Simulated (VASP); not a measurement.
# MgO (P6_3mc) in VASP: a series of runs

The runs below take MgO through single point, relaxation of cell and atoms, with r2SCAN.

Everything below comes from runs of VASP 6.6.1. Logs are shortened: lines on timing, memory, paths and dates and some standing lists are left out, and cuts for length are marked.

## Step 1: The cell of the first run

It takes space group P6_3mc (No. 186, hexagonal). The conventional cell has a = 3.289 Å, b = 3.289 Å, c = 5.033 Å, α = 90.00°, β = 90.00°, γ = 120.00°. Within 2.6 Å of Mg (site symmetry 3m) lie 4 O at 1.97 to 1.99 Å. Within 2.6 Å of O (site symmetry 3m) lie 4 Mg at 1.97 to 1.99 Å.

## Step 2: Single point, r2SCAN

File POSCAR:

```
MgO
1.0
    3.2886533791      0.0000002948      0.0000000000
   -1.6443269449      2.8480572231      0.0000000000
    0.0000000000      0.0000000000      5.0333869043
Mg O
2 2
Direct
    0.0000000000      0.0000000000     -0.0099063816
    0.3333333333      0.6666666667      0.4900936184
    0.0000000000      0.0000000000      0.3849063816
    0.3333333333      0.6666666667      0.8849063816
```

File INCAR.step1:

```
  PREC = Accurate
  ENCUT = 520
  ISMEAR = 0
  SIGMA = 0.02
  LREAL = False
  LASPH = True
  NELM = 100
  NBANDS = 16
  GGA = PE
  ALGO = Normal
  EDIFF = 1E-4
  LWAVE = True
  LCHARG = False
```

File INCAR.step2:

```
  PREC = Accurate
  ENCUT = 520
  EDIFF = 1E-6
  ISMEAR = 0
  SIGMA = 0.02
  LREAL = False
  LASPH = True
  NELM = 100
  ALGO = Normal
  ISIF = 2
  LWAVE = False
  LCHARG = False
  METAGGA = R2SCAN
  LMIXTAU = True
  NBANDS = 16
  ISTART = 1
```

File KPOINTS:

```
regular mesh
0
Gamma
  9 9 4
```

Potentials or basis: VASP PAW PBE potentials, release 64 (Mg, O).

Run with:

```
> cat potpaw_PBE.64/Mg/POTCAR potpaw_PBE.64/O/POTCAR > POTCAR
> cp INCAR.step1 INCAR
> mpirun -np 1 vasp_std > vasp.out
> cp INCAR.step2 INCAR
> mpirun -np 1 vasp_std > vasp.out
```

OUTCAR:

```text
PREC = Accurate
   ENCUT = 520
   EDIFF = 1E-6
   ISMEAR = 0
   LREAL = False
   LASPH = True
   NELM = 100
   ISIF = 2
   METAGGA = R2SCAN
   ISTART = 1

 ion  position               nearest neighbor table
   1  0.000  0.000  0.990-   4 1.97   4 1.97   4 1.97   3 1.99   2 3.15   2 3.15   2 3.15   2 3.15
                             2 3.15   2 3.15
   2  0.333  0.667  0.490-   3 1.97   3 1.97   3 1.97   4 1.99   1 3.15   1 3.15   1 3.15   1 3.15
                             1 3.15   1 3.15
   3  0.000  0.000  0.385-   2 1.97   2 1.97   2 1.97   1 1.99
   4  0.333  0.667  0.885-   1 1.97   1 1.97   1 1.97   2 1.99

  LATTYP: Found a hexagonal cell.
 ALAT       =     3.2886533791
 C/A-ratio  =     1.5305312917

  Lattice vectors:

 A1 = (   3.2886533791,   0.0000002948,   0.0000000000)
 A2 = (  -1.6443269449,   2.8480572231,   0.0000000000)
 A3 = (   0.0000000000,   0.0000000000,   5.0333869043)

Analysis of symmetry for initial positions (statically):
=====================================================================
 Subroutine PRICEL returns:
 Original cell was already a primitive cell.

 Routine SETGRP: Setting up the symmetry group for a
 hexagonal supercell.

 Subroutine GETGRP returns: Found 12 space group operations
 (whereof  6 operations were pure point group operations)
 out of a pool of 24 trial point group operations.

The static configuration has the point symmetry C_3v.
 The point group associated with its full space group is C_6v.

Analysis of symmetry for dynamics (positions and initial velocities):
=====================================================================
 Subroutine PRICEL returns:
 Original cell was already a primitive cell.

 Routine SETGRP: Setting up the symmetry group for a
 hexagonal supercell.

 Subroutine GETGRP returns: Found 12 space group operations
 (whereof  6 operations were pure point group operations)
 out of a pool of 24 trial point group operations.

The dynamic configuration has the point symmetry C_3v.
 The point group associated with its full space group is C_6v.

 Subroutine INISYM returns: Found 12 space group operations
 (whereof  6 operations are pure point group operations),
 and found     1 'primitive' translations

----------------------------------------------------------------------------------------

                                     Primitive cell

  volume of cell :      47.1441

  direct lattice vectors                    reciprocal lattice vectors
     3.288653379  0.000000295  0.000000000     0.304075812  0.175558289  0.000000000
    -1.644326945  2.848057223  0.000000000    -0.000000031  0.351116523  0.000000000
     0.000000000  0.000000000  5.033386904     0.000000000  0.000000000  0.198673382

  length of vectors
     3.288653379  3.288653379  5.033386904     0.351116523  0.351116523  0.198673382

  position of ions in fractional coordinates (direct lattice)
     0.000000000  0.000000000  0.990093618
     0.333333333  0.666666667  0.490093618
     0.000000000  0.000000000  0.384906382
     0.333333333  0.666666667  0.884906382

  ion indices of the primitive-cell ions
   primitive index   ion index
                 1           1
                 2           2
                 3           3
                 4           4

----------------------------------------------------------------------------------------

 KPOINTS: regular mesh

Automatic generation of k-mesh.
 Grid dimensions read from file:
 generate k-points for:    9    9    4

 Generating k-lattice:

  Cartesian coordinates                     Fractional coordinates (reciprocal lattice)
     0.033786201  0.019506477  0.000000000     0.111111111 -0.000000000  0.000000000
    -0.000000003  0.039012947  0.000000000     0.000000000  0.111111111  0.000000000
     0.000000000  0.000000000  0.049668346     0.000000000  0.000000000  0.250000000

  Length of vectors
     0.039012947  0.039012947  0.049668346

  Shift w.r.t. Gamma in fractional coordinates (k-lattice)
     0.000000000  0.000000000  0.000000000

 Subroutine IBZKPT returns following result:
 ===========================================

 Found     36 irreducible k-points:

 Following reciprocal coordinates:
            Coordinates               Weight
  0.000000  0.000000  0.000000      1.000000
  0.111111 -0.000000  0.000000      6.000000
  0.222222  0.000000  0.000000      6.000000
  0.333333  0.000000  0.000000      6.000000
  0.444444  0.000000  0.000000      6.000000
  0.111111  0.111111  0.000000      6.000000
[... 16 lines left out ...]
  0.333333  0.222222  0.250000     24.000000
  0.333333  0.333333  0.250000      4.000000
 [... further k-points ...]
   k-points           NKPTS =     36   k-points in BZ     NKDIM =     36   number of bands    NBANDS=     16
   number of dos      NEDOS =    301   number of ions     NIONS =      4
   total plane-waves  NPLWV =  23040
   dimension x,y,z NGX =    24 NGY =   24 NGZ =   40
   dimension x,y,z NGXF=    48 NGYF=   48 NGZF=   80
   ions per type =               2   2
   NGX,Y,Z   is equivalent  to a cutoff of  12.13, 12.13, 13.21 a.u.
   NGXF,Y,Z  is equivalent  to a cutoff of  24.26, 24.26, 26.42 a.u.
 SYSTEM =  unknown system
   PREC   = accura    normal or accurate (medium, high low for compatibility)
   ISTART =      1    job   : 0-new  1-cont  2-samecut
   ICHARG =      0    charge: 1-file 2-atom 10-const
   ISPIN  =      1    spin polarized calculation?
   LNONCOLLINEAR =      F non collinear calculations
   LSORBIT =      F    spin-orbit coupling
   LASPH  =      T    aspherical Exc in radial PAW
   ENCUT  =  520.0 eV  38.22 Ry    6.18 a.u.   6.11  6.11  9.36*2*pi/ulx,y,z
   NELM   =    100;   NELMIN=  2; NELMDL=  0     # of ELM steps
   EDIFF  = 0.1E-05   stopping-criterion for ELM
   LREAL  =      F    real-space projection
   EDIFFG = 0.1E-04   stopping-criterion for IOM
   NSW    =      0    number of steps for IOM
   IBRION =     -1    ionic relax: 0-MD 1-quasi-New 2-CG
   NFREE  =      0    steps in history (QN), initial steepest desc. (CG)
   ISIF   =      2    stress and relaxation
   ISYM   =      2    0-nonsym 1-usesym 2-fastsym
   POTIM  = 0.5000    time-step for ionic-motion
   TEBEG  =    0.0;   TEEND  =   0.0 temperature during run
   PSTRESS=    0.0 pullay stress
   NELECT =      16.0000    total number of electrons
   NUPDOWN=      -1.0000    fix difference up-down
   EMIN   =  10.00;   EMAX   =-10.00  energy-range for DOS
   EFERMI =   0.00;   METHOD = LEGACY
   ISMEAR =     0;   SIGMA  =   0.02  broadening in eV -4-tet -1-fermi 0-gaus
   EFERMI_NEDOS =   21; number of points for ismear=-14 and -15
   IALGO  =     38    algorithm
   IMIX   =      4    mixing-type and parameters
     AMIX     =   0.40;   BMIX     =  1.00
     AMIX_MAG =   1.60;   BMIX_MAG =  1.00
  volume/ion in A,a.u.               =      11.79        79.54
  Fermi-wavevector in a.u.,A,eV,Ry     =   1.141929  2.157933 17.742023  1.304002
  Thomas-Fermi vector in A             =   2.278628
   LORBIT       =      0    0 simple, 1 ext, 2 COOP (PROOUT), +10 PAW based schemes
   METAGGA = R2SCAN    functional components
   LHFCALC =     F    Hartree Fock is set to
   AEXX    =    0.0000 exact exchange contribution
   IVDW    =     0    specifies the selected vdW correction
   LEPSILON=     F    determine dielectric tensor
   LRPA    =     F    only Hartree local field effects (RPA)
 non-spin polarized calculation
 Gauss-broadening in eV      SIGMA  =   0.02
  energy-cutoff  :      520.00
  volume of cell :       47.14
 maximum number of plane-waves:      1286
   NGX = 13   NGY = 13   NGZ = 19

 number of electron      16.0000010 magnetization

 Free energy of the ion-electron system (eV)
  ---------------------------------------------------
  ext. energy  EPLUGINS =         0.00000000
  ---------------------------------------------------
  free energy    TOTEN  =       -31.85550705 eV

  energy without entropy =      -31.85550705  energy(sigma->0) =      -31.85550705

 E-fermi :   0.8057     XC(G=0): -10.2035

 val. band max:        0.6755917475   @ k =   0.0000   0.0000   0.0000
 cond. band min:       4.8814112261   @ k =   0.0000   0.0000   0.0000
 fundamental gap:      4.2058194786
 Fermi energy:         0.8057408873

 k-point     1 :       0.0000    0.0000    0.0000
  band No.  band energies     occupation
      1     -16.4792      2.00000
      2     -15.7176      2.00000
      3      -2.5699      2.00000
      4      -0.0169      2.00000
      5      -0.0169      2.00000
      6       0.2973      2.00000
[... 8 lines left out ...]
     15      18.4073      0.00000
     16      18.4073      0.00000

 k-point     2 :       0.1111   -0.0000    0.0000
  band No.  band energies     occupation
      1     -16.4191      2.00000
      2     -15.6961      2.00000
      3      -2.4488      2.00000
      4      -0.3194      2.00000
      5      -0.0993      2.00000
      6      -0.0552      2.00000
[... 8 lines left out ...]
     15      18.0462      0.00000
     16      18.2872      0.00000

 k-point     3 :       0.2222    0.0000    0.0000
  band No.  band energies     occupation
      1     -16.2572      2.00000
      2     -15.6474      2.00000
      3      -2.1087      2.00000
      4      -1.1111      2.00000
      5      -0.6223      2.00000
      6      -0.2729      2.00000
[... 8 lines left out ...]
     15      16.9555      0.00000
     16      17.3123      0.00000

 k-point     4 :       0.3333    0.0000    0.0000
  band No.  band energies     occupation
      1     -16.0486      2.00000
      2     -15.6093      2.00000
      3      -1.8886      2.00000
      4      -1.6048      2.00000
      5      -1.1299      2.00000
      6      -0.4409      2.00000
[... 8 lines left out ...]
     15      16.3072      0.00000
     16      17.5421      0.00000
[... 324 lines left out ...]
 k-point    22 :       0.2222    0.2222    0.2500
  band No.  band energies     occupation
      1     -15.8936      2.00000
      2     -15.6508      2.00000
      3      -1.9300      2.00000
      4      -1.9019      2.00000
      5      -0.7904      2.00000
      6      -0.5872      2.00000
[... 8 lines left out ...]
     15      15.6404      0.00000
     16      18.7130      0.00000

 k-point    23 :       0.3333    0.2222    0.2500
  band No.  band energies     occupation
      1     -15.7669      2.00000
      2     -15.6473      2.00000
      3      -2.1152      2.00000
      4      -1.7466      2.00000
      5      -1.2112      2.00000
      6      -0.6038      2.00000
[... 8 lines left out ...]
     15      15.5418      0.00000
     16      18.6192      0.00000

 k-point    24 :       0.3333    0.3333    0.2500
  band No.  band energies     occupation
      1     -15.6847      2.00000
      2     -15.6847      2.00000
      3      -1.8589      2.00000
      4      -1.6213      2.00000
      5      -1.6213      2.00000
      6      -0.8690      2.00000
[... 8 lines left out ...]
     15      15.5288      0.00000
     16      19.6472      0.00000

 [... further k-points ...]
[... 5 lines left out ...]
  --------------------------------------------------------------------------------------
  -------------------------------------------------------------------------------------
  Total       -0.1701343     -0.1701343     -0.1506167      0.0000000      0.0000000     -0.0000000
  in kB       -5.7819627     -5.7819627     -5.1186628      0.0000000      0.0000000     -0.0000000
  external PRESSURE =      -5.5608627 kB  Pullay stress =       0.0000000 kB

 VOLUME and BASIS-vectors are now :
 -----------------------------------------------------------------------------
  energy-cutoff  :      520.00
  volume of cell :       47.14
      direct lattice vectors                 reciprocal lattice vectors
     3.288653379  0.000000295  0.000000000     0.304075812  0.175558289  0.000000000
    -1.644326945  2.848057223  0.000000000    -0.000000031  0.351116523  0.000000000
     0.000000000  0.000000000  5.033386904     0.000000000  0.000000000  0.198673382

 POSITION                                       TOTAL-FORCE (eV/Angst)
 -----------------------------------------------------------------------------------
      0.00000      0.00000      4.98352         0.000000      0.000000      0.003488
     -0.00000      1.89870      2.46683        -0.000000     -0.000000      0.003488
      0.00000      0.00000      1.93738        -0.000000     -0.000000     -0.003488
     -0.00000      1.89870      4.45408         0.000000      0.000000     -0.003488
 -----------------------------------------------------------------------------------
    total drift:                                0.000000      0.000000     -0.002968

  FREE ENERGIE OF THE ION-ELECTRON SYSTEM (eV)
  ---------------------------------------------------
  free  energy   TOTEN  =       -31.8555070472 eV

  energy  without entropy=      -31.8555070472  energy(sigma->0) =      -31.85550705
```

Wall time 36 s (1 thread of Intel Xeon 6975P-C (Granite Rapids), shared host); peak memory 0.17 GiB.

Results:

| Property | Result |
| --- | --- |
| Free energy | -31.8555 eV |
| Pressure | -0.6 GPa |
| Largest force | 0.003 eV/Å |
| Band gap on the k mesh | 4.21 eV, direct |

Forces in eV/Å, atoms in the order of the input:
```
Mg   0.000  0.000  0.003
Mg   0.000  0.000  0.003
O    0.000  0.000 -0.003
O    0.000  0.000 -0.003
```

Caveat: the PAW data sets were made with another functional, which shifts forces and pressure a little. r2SCAN opens gaps a little over a GGA but as a rule still falls short of measured ones.

[end of part 1 of 2]
